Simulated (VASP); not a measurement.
A run of VASP 6.6.1:

Contents of INCAR:

```
SYSTEM = CoSi3
  ALGO = Normal
  EDIFF = 1E-6
  ENCUT = 520
  GGA = PE
  ISIF = 2
  ISMEAR = 0
  ISPIN = 2
  LASPH = .TRUE.
  LCHARG = .TRUE.
  LELF = .TRUE.
  LMAXMIX = 4
  LORBIT = 11
  LREAL = .FALSE.
  LVHAR = .TRUE.
  LWAVE = .FALSE.
  MAGMOM = 0 0 0 2
  NBANDS = 22
  NELM = 150
  PREC = Accurate
  SIGMA = 0.1
```

The input KPOINTS:

```
k-points
0
G
  12 12 12
  0 0 0
```

Contents of POSCAR:

```
CoSi3
1.0
    0.0000000000      2.9483370208      2.9483370208
    2.9483370208      0.0000000000      2.9483370208
    2.9483370208      2.9483370208      0.0000000000
Si Co
3 1
Direct
    0.2500000000      0.2500000000      0.2500000000
    0.7500000000      0.7500000000      0.7500000000
    0.5000000000      0.5000000000      0.5000000000
    0.0000000000      0.0000000000      0.0000000000
```

Potentials or basis: VASP PAW PBE potentials, release 64 (Si, Co).

Launch:

```bash
$ cat potpaw_PBE.64/Si/POTCAR potpaw_PBE.64/Co/POTCAR > POTCAR
$ mpirun -np 1 vasp_std > vasp.out
```

Hardware: 1 thread of Intel Xeon 8259CL, on a shared host.

Task: Estimate the wall time of this run.

Result: It took 5.2 min on 1 thread of Intel Xeon 8259CL, with other jobs on the host, peak memory 0.29 GiB. Counts: scf iterations 20, k points 72.
